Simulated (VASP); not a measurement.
# ZnS (F-43m) in VASP: a series of runs

ZnS is run at these levels: r2SCAN; tasks: single point.

All numbers are computed with VASP 6.6.1; they aren't measurements. Logs are shortened: lines on timing, memory, paths and dates and some standing lists are left out, and cuts for length are marked.

## (1) The cell of the first run

It takes space group F-43m (No. 216, cubic). The conventional cell has a = 5.345 Å, b = 5.345 Å, c = 5.345 Å, α = 90.00°, β = 90.00°, γ = 90.00°. Within 3.1 Å of Zn (site symmetry -43m) lie 4 S at 2.31 Å. Within 3.1 Å of S (site symmetry -43m) lie 4 Zn at 2.31 Å.

## (2) Single point, r2SCAN

Contents of POSCAR:

```
ZnS
1.0
    2.6727052156      2.6727052156      0.0000000000
   -2.6727052156      2.6727052156      0.0000000000
    0.0000000000      2.6727052156      2.6727052156
Zn S
1 1
Direct
    0.7500000000      0.2500000000      0.5000000000
    0.0000000000      0.0000000000      0.0000000000
```

Contents of INCAR.step1:

```
ALGO = Normal
EDIFF = 1E-4
ENCUT = 520
GGA = PE
ISMEAR = 0
LASPH = T
LCHARG = F
LREAL = F
LWAVE = T
NBANDS = 16
NELM = 80
PREC = Accurate
SIGMA = 0.01
```

Contents of INCAR.step2:

```
ALGO = Normal
EDIFF = 1E-6
ENCUT = 520
ISIF = 2
ISMEAR = 0
ISTART = 1
LASPH = T
LCHARG = T
LELF = T
LMIXTAU = T
LREAL = F
LVHAR = T
LWAVE = F
METAGGA = R2SCAN
NBANDS = 16
NELM = 80
PREC = Accurate
SIGMA = 0.01
```

Contents of KPOINTS:

```
k-points
0
Gamma
  8 8 8
```

Potentials or basis: VASP PAW PBE potentials, release 64 (Zn, S).

Run with:

```
$ cat potpaw_PBE.64/Zn/POTCAR potpaw_PBE.64/S/POTCAR > POTCAR
$ cp INCAR.step1 INCAR
$ mpirun -np 1 vasp_std > vasp.out
$ cp INCAR.step2 INCAR
$ mpirun -np 1 vasp_std > vasp.out
```

OUTCAR:

```text
EDIFF = 1E-6
   ENCUT = 520
   ISIF = 2
   ISMEAR = 0
   ISTART = 1
   LASPH = T
   LREAL = F
   METAGGA = R2SCAN
   NELM = 80
   PREC = Accurate

 ion  position               nearest neighbor table
   1  0.750  0.250  0.500-   2 2.31   2 2.31   2 2.31   2 2.31
   2  0.000  0.000  0.000-   1 2.31   1 2.31   1 2.31   1 2.31

  LATTYP: Found a face centered cubic cell.
 ALAT       =     5.3454104312

  Lattice vectors:

 A1 = (   0.0000000000,   2.6727052156,   2.6727052156)
 A2 = (   2.6727052156,   0.0000000000,   2.6727052156)
 A3 = (   2.6727052156,   2.6727052156,   0.0000000000)

Analysis of symmetry for initial positions (statically):
=====================================================================
 Subroutine PRICEL returns:
 Original cell was already a primitive cell.

 Routine SETGRP: Setting up the symmetry group for a
 face centered cubic supercell.

 Subroutine GETGRP returns: Found 24 space group operations
 (whereof 24 operations were pure point group operations)
 out of a pool of 48 trial point group operations.

The static configuration has the point symmetry T_d .

Analysis of symmetry for dynamics (positions and initial velocities):
=====================================================================
 Subroutine PRICEL returns:
 Original cell was already a primitive cell.

 Routine SETGRP: Setting up the symmetry group for a
 face centered cubic supercell.

 Subroutine GETGRP returns: Found 24 space group operations
 (whereof 24 operations were pure point group operations)
 out of a pool of 48 trial point group operations.

The dynamic configuration has the point symmetry T_d .

 Subroutine INISYM returns: Found 24 space group operations
 (whereof 24 operations are pure point group operations),
 and found     1 'primitive' translations

----------------------------------------------------------------------------------------

                                     Primitive cell

  volume of cell :      38.1842

  direct lattice vectors                    reciprocal lattice vectors
     2.672705216  2.672705216  0.000000000     0.187076374  0.187076374 -0.187076374
    -2.672705216  2.672705216  0.000000000    -0.187076374  0.187076374 -0.187076374
     0.000000000  2.672705216  2.672705216     0.000000000  0.000000000  0.374152748

  length of vectors
     3.779775964  3.779775964  3.779775964     0.324025784  0.324025784  0.374152748

  position of ions in fractional coordinates (direct lattice)
     0.750000000  0.250000000  0.500000000
     0.000000000  0.000000000  0.000000000

  ion indices of the primitive-cell ions
   primitive index   ion index
                 1           1
                 2           2

----------------------------------------------------------------------------------------

 KPOINTS: k-points

Automatic generation of k-mesh.
 Grid dimensions read from file:
 generate k-points for:    8    8    8

 Generating k-lattice:

  Cartesian coordinates                     Fractional coordinates (reciprocal lattice)
     0.023384547  0.023384547 -0.023384547     0.125000000  0.000000000  0.000000000
    -0.023384547  0.023384547 -0.023384547     0.000000000  0.125000000  0.000000000
     0.000000000  0.000000000  0.046769093     0.000000000  0.000000000  0.125000000

  Length of vectors
     0.040503223  0.040503223  0.046769093

  Shift w.r.t. Gamma in fractional coordinates (k-lattice)
     0.000000000  0.000000000  0.000000000

 Subroutine IBZKPT returns following result:
 ===========================================

 Found     29 irreducible k-points:

 Following reciprocal coordinates:
            Coordinates               Weight
  0.000000  0.000000  0.000000      1.000000
  0.125000  0.000000  0.000000      8.000000
  0.250000  0.000000  0.000000      8.000000
  0.375000  0.000000  0.000000      8.000000
  0.500000  0.000000  0.000000      4.000000
  0.125000  0.125000  0.000000     12.000000
[... 16 lines left out ...]
  0.375000  0.250000  0.125000     48.000000
  0.500000  0.250000  0.125000     24.000000
 [... further k-points ...]
   k-points           NKPTS =     29   k-points in BZ     NKDIM =     29   number of bands    NBANDS=     16
   number of dos      NEDOS =    301   number of ions     NIONS =      2
   total plane-waves  NPLWV =  21952
   dimension x,y,z NGX =    28 NGY =   28 NGZ =   28
   dimension x,y,z NGXF=    56 NGYF=   56 NGZF=   56
   ions per type =               1   1
   NGX,Y,Z   is equivalent  to a cutoff of  12.32, 12.32, 12.32 a.u.
   NGXF,Y,Z  is equivalent  to a cutoff of  24.63, 24.63, 24.63 a.u.
 SYSTEM =  unknown system
   PREC   = accura    normal or accurate (medium, high low for compatibility)
   ISTART =      1    job   : 0-new  1-cont  2-samecut
   ICHARG =      0    charge: 1-file 2-atom 10-const
   ISPIN  =      1    spin polarized calculation?
   LNONCOLLINEAR =      F non collinear calculations
   LSORBIT =      F    spin-orbit coupling
   LASPH  =      T    aspherical Exc in radial PAW
   ENCUT  =  520.0 eV  38.22 Ry    6.18 a.u.   7.03  7.03  7.03*2*pi/ulx,y,z
   NELM   =     80;   NELMIN=  2; NELMDL=  0     # of ELM steps
   EDIFF  = 0.1E-05   stopping-criterion for ELM
   LREAL  =      F    real-space projection
   EDIFFG = 0.1E-04   stopping-criterion for IOM
   NSW    =      0    number of steps for IOM
   IBRION =     -1    ionic relax: 0-MD 1-quasi-New 2-CG
   NFREE  =      0    steps in history (QN), initial steepest desc. (CG)
   ISIF   =      2    stress and relaxation
   ISYM   =      2    0-nonsym 1-usesym 2-fastsym
   POTIM  = 0.5000    time-step for ionic-motion
   TEBEG  =    0.0;   TEEND  =   0.0 temperature during run
   PSTRESS=    0.0 pullay stress
   NELECT =      18.0000    total number of electrons
   NUPDOWN=      -1.0000    fix difference up-down
   EMIN   =  10.00;   EMAX   =-10.00  energy-range for DOS
   EFERMI =   0.00;   METHOD = LEGACY
   ISMEAR =     0;   SIGMA  =   0.01  broadening in eV -4-tet -1-fermi 0-gaus
   EFERMI_NEDOS =   21; number of points for ismear=-14 and -15
   IALGO  =     38    algorithm
   IMIX   =      4    mixing-type and parameters
     AMIX     =   0.40;   BMIX     =  1.00
     AMIX_MAG =   1.60;   BMIX_MAG =  1.00
  volume/ion in A,a.u.               =      19.09       128.84
  Fermi-wavevector in a.u.,A,eV,Ry     =   1.274103  2.407706 22.086867  1.623339
  Thomas-Fermi vector in A             =   2.406890
   LORBIT       =      0    0 simple, 1 ext, 2 COOP (PROOUT), +10 PAW based schemes
   METAGGA = R2SCAN    functional components
   LHFCALC =     F    Hartree Fock is set to
   AEXX    =    0.0000 exact exchange contribution
   IVDW    =     0    specifies the selected vdW correction
   LEPSILON=     F    determine dielectric tensor
   LRPA    =     F    only Hartree local field effects (RPA)
 non-spin polarized calculation
 Gauss-broadening in eV      SIGMA  =   0.01
  energy-cutoff  :      520.00
  volume of cell :       38.18
 maximum number of plane-waves:      1056
   NGX = 13   NGY = 13   NGZ = 13

 number of electron      18.0000018 magnetization

 Free energy of the ion-electron system (eV)
  ---------------------------------------------------
  ext. energy  EPLUGINS =         0.00000000
  ---------------------------------------------------
  free energy    TOTEN  =       -18.86051029 eV

  energy without entropy =      -18.86051029  energy(sigma->0) =      -18.86051029

 E-fermi :   2.2845     XC(G=0): -10.4508

 val. band max:        2.1446842119   @ k =   0.0000   0.0000   0.0000
 cond. band min:       4.9735067441   @ k =   0.0000   0.0000   0.0000
 fundamental gap:      2.8288225322
 Fermi energy:         2.2845354104

 k-point     1 :       0.0000    0.0000    0.0000
  band No.  band energies     occupation
      1     -11.7724      2.00000
      2      -4.4920      2.00000
      3      -4.4920      2.00000
      4      -4.4919      2.00000
      5      -3.9033      2.00000
      6      -3.9033      2.00000
[... 8 lines left out ...]
     15      14.4845      0.00000
     16      14.8878      0.00000

 k-point     2 :       0.1250    0.0000    0.0000
  band No.  band energies     occupation
      1     -11.6460      2.00000
      2      -4.4912      2.00000
      3      -4.4683      2.00000
      4      -4.4682      2.00000
      5      -3.9051      2.00000
      6      -3.9050      2.00000
[... 8 lines left out ...]
     15      13.8613      0.00000
     16      15.6745      0.00000

 k-point     3 :       0.2500    0.0000    0.0000
  band No.  band energies     occupation
      1     -11.3153      2.00000
      2      -4.4428      2.00000
      3      -4.4156      2.00000
      4      -4.4156      2.00000
      5      -3.9017      2.00000
      6      -3.9017      2.00000
[... 8 lines left out ...]
     15      13.6728      0.00000
     16      15.0475      0.00000

 k-point     4 :       0.3750    0.0000    0.0000
  band No.  band energies     occupation
      1     -10.9384      2.00000
      2      -4.3727      2.00000
      3      -4.3726      2.00000
      4      -4.2131      2.00000
      5      -3.8838      2.00000
      6      -3.8837      2.00000
[... 8 lines left out ...]
     15      14.8938      0.00000
     16      14.8938      0.00000

 k-point     5 :       0.5000    0.0000    0.0000
  band No.  band energies     occupation
      1     -10.7647      2.00000
      2      -4.3586      2.00000
      3      -4.3585      2.00000
      4      -3.8711      2.00000
      5      -3.8710      2.00000
      6      -3.6976      2.00000
[... 8 lines left out ...]
     15      16.2907      0.00000
     16      16.2907      0.00000

 k-point     6 :       0.1250    0.1250    0.0000
  band No.  band energies     occupation
      1     -11.4507      2.00000
      2      -4.4846      2.00000
      3      -4.4387      2.00000
      4      -4.4201      2.00000
      5      -3.9205      2.00000
      6      -3.8903      2.00000
[... 8 lines left out ...]
     15      14.1247      0.00000
     16      16.8290      0.00000

 k-point     7 :       0.2500    0.1250    0.0000
  band No.  band energies     occupation
      1     -11.0990      2.00000
      2      -4.3946      2.00000
      3      -4.3818      2.00000
      4      -4.3614      2.00000
      5      -3.9205      2.00000
      6      -3.8708      2.00000
[... 8 lines left out ...]
     15      15.2793      0.00000
     16      16.2412      0.00000

 k-point     8 :       0.3750    0.1250    0.0000
  band No.  band energies     occupation
      1     -10.7794      2.00000
      2      -4.3563      2.00000
      3      -4.3373      2.00000
      4      -4.0614      2.00000
      5      -3.8944      2.00000
      6      -3.8367      2.00000
[... 8 lines left out ...]
     15      15.5500      0.00000
     16      16.8894      0.00000

 k-point     9 :       0.5000    0.1250    0.0000
  band No.  band energies     occupation
      1     -10.7212      2.00000
      2      -4.3618      2.00000
      3      -4.3235      2.00000
      4      -3.9847      2.00000
      5      -3.8675      2.00000
      6      -3.7491      2.00000
[... 8 lines left out ...]
     15      16.3129      0.00000
     16      16.5495      0.00000
[... 172 lines left out ...]
 k-point    19 :       0.5000    0.3750    0.0000
  band No.  band energies     occupation
      1     -10.4811      2.00000
      2      -4.4807      2.00000
      3      -4.1408      2.00000
      4      -4.1148      2.00000
      5      -3.8332      2.00000
      6      -3.7037      2.00000
[... 8 lines left out ...]
     15      16.5899      0.00000
     16      17.9003      0.00000

 k-point    20 :      -0.3750    0.3750    0.0000
  band No.  band energies     occupation
      1     -10.6573      2.00000
      2      -4.5405      2.00000
      3      -4.1770      2.00000
      4      -4.1769      2.00000
      5      -3.8712      2.00000
      6      -3.8307      2.00000
[... 8 lines left out ...]
     15      16.1032      0.00000
     16      19.5261      0.00000

 k-point    21 :       0.5000    0.5000    0.0000
  band No.  band energies     occupation
      1     -10.4241      2.00000
      2      -4.5237      2.00000
      3      -4.1024      2.00000
      4      -4.1024      2.00000
      5      -3.8183      2.00000
      6      -3.6765      2.00000
[... 8 lines left out ...]
     15      16.5477      0.00000
     16      17.4870      0.00000

 k-point    22 :       0.2500    0.2500    0.1250
  band No.  band energies     occupation
      1     -11.0555      2.00000
      2      -4.4688      2.00000
      3      -4.3416      2.00000
      4      -4.3142      2.00000
      5      -3.9294      2.00000
      6      -3.8615      2.00000
[... 8 lines left out ...]
     15      15.6703      0.00000
     16      18.1290      0.00000

 k-point    23 :       0.3750    0.2500    0.1250
  band No.  band energies     occupation
      1     -10.7399      2.00000
      2      -4.3674      2.00000
      3      -4.3049      2.00000
      4      -4.1503      2.00000
      5      -3.8855      2.00000
      6      -3.8329      2.00000
[... 8 lines left out ...]
     15      16.8306      0.00000
     16      17.3285      0.00000

 k-point    24 :       0.5000    0.2500    0.1250
  band No.  band energies     occupation
      1     -10.5982      2.00000
      2      -4.3461      2.00000
      3      -4.2805      2.00000
      4      -3.9734      2.00000
      5      -3.8920      2.00000
      6      -3.6215      2.00000
[... 8 lines left out ...]
     15      16.4202      0.00000
     16      17.3207      0.00000

 [... further k-points ...]

------------------------ aborting loop because EDIFF is reached ----------------------------------------

  FORCE on cell =-STRESS in cart. coord.  units (eV):
  Direction    XX          YY          ZZ          XY          YZ          ZX
  --------------------------------------------------------------------------------------
  -------------------------------------------------------------------------------------
  Total        0.4828601      0.4828601      0.4828601      0.0000000      0.0000000     -0.0000000
  in kB       20.2604326     20.2604326     20.2604326      0.0000000      0.0000000     -0.0000000
  external PRESSURE =      20.2604326 kB  Pullay stress =       0.0000000 kB

 VOLUME and BASIS-vectors are now :
 -----------------------------------------------------------------------------
  energy-cutoff  :      520.00
  volume of cell :       38.18
      direct lattice vectors                 reciprocal lattice vectors
     2.672705216  2.672705216  0.000000000     0.187076374  0.187076374 -0.187076374
    -2.672705216  2.672705216  0.000000000    -0.187076374  0.187076374 -0.187076374
     0.000000000  2.672705216  2.672705216     0.000000000  0.000000000  0.374152748

 POSITION                                       TOTAL-FORCE (eV/Angst)
 -----------------------------------------------------------------------------------
      1.33635      4.00906      1.33635         0.000000      0.000000      0.000000
      0.00000      0.00000      0.00000        -0.000000     -0.000000      0.000000
 -----------------------------------------------------------------------------------
    total drift:                                0.000028      0.000000     -0.000000

  FREE ENERGIE OF THE ION-ELECTRON SYSTEM (eV)
  ---------------------------------------------------
  free  energy   TOTEN  =       -18.8605102851 eV

  energy  without entropy=      -18.8605102851  energy(sigma->0) =      -18.86051029
```

It took 2 min on 1 thread of Intel Xeon 8259CL, shared host; peak memory 0.17 GiB.

Results:

* Free energy: -18.8605 eV
* Pressure: 2.0 GPa
* Band gap on the k mesh: 2.83 eV

Caveat: the PAW data sets were made with another functional, which shifts forces and pressure a little. r2SCAN opens gaps a little over a GGA but as a rule still falls short of measured ones.

[end of part 1 of 2]
